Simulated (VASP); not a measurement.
Input of a VASP 6.6.1 run:

INCAR

```
ALGO     = Fast           # electronic algorithm
EDIFF    = 1E-6           # SCF threshold, eV
ENCUT    = 520            # plane-wave cutoff, eV
GGA      = CA             # functional
ISIF     = 2              # what is computed and relaxed
ISMEAR   = 0              # smearing method
LASPH    = T              # aspherical terms in the spheres
LCHARG   = F              # write CHGCAR
LREAL    = F              # projectors in reciprocal space
LWAVE    = F              # write WAVECAR
NBANDS   = 36             # bands
NELM     = 100            # most SCF steps
PREC     = Accurate       # precision mode
SIGMA    = 0.1            # smearing width, eV
```

File KPOINTS:

```
k-points
0
Gamma
  12 12 4
```

The input POSCAR:

```
Ge
1.0
    4.1390678924      0.0000000000      0.0000000000
   -2.0695339463      3.5845379428      0.0000000000
    0.0000000000      0.0000000000     11.2340036285
Ge
4
Direct
    0.0000000000      0.0000000000      0.9774520000
    0.0000000000      0.0000000000      0.4774520000
    0.3333333300      0.6666666700      0.9148480000
    0.6666666700      0.3333333300      0.4148480000
```

Potentials or basis: VASP PAW LDA potentials, release 64 (Ge_d).

Launch:

```bash
$ cat potpaw_LDA.64/Ge_d/POTCAR > POTCAR
$ mpirun -np 1 vasp_std > vasp.out
```

Question: What does it give for the largest force?

Answer: 0.414 eV/Å.

Question: Predict the band gap on the k mesh.

Answer: Zero (bands 28 and 29 overlap by 0.06 eV).

Question: Estimate the pressure.

Answer: -3.7 GPa.

Forces in eV/Å, atoms in the order of the input:
```
Ge   0.000  0.000 -0.414
Ge   0.000  0.000 -0.414
Ge   0.000  0.000  0.414
Ge   0.000  0.000  0.414
```

Caveat: the cell differs from its parent crystal (strained); the cell stands under tension; semilocal functionals underestimate gaps, so a narrow gap can read as zero.
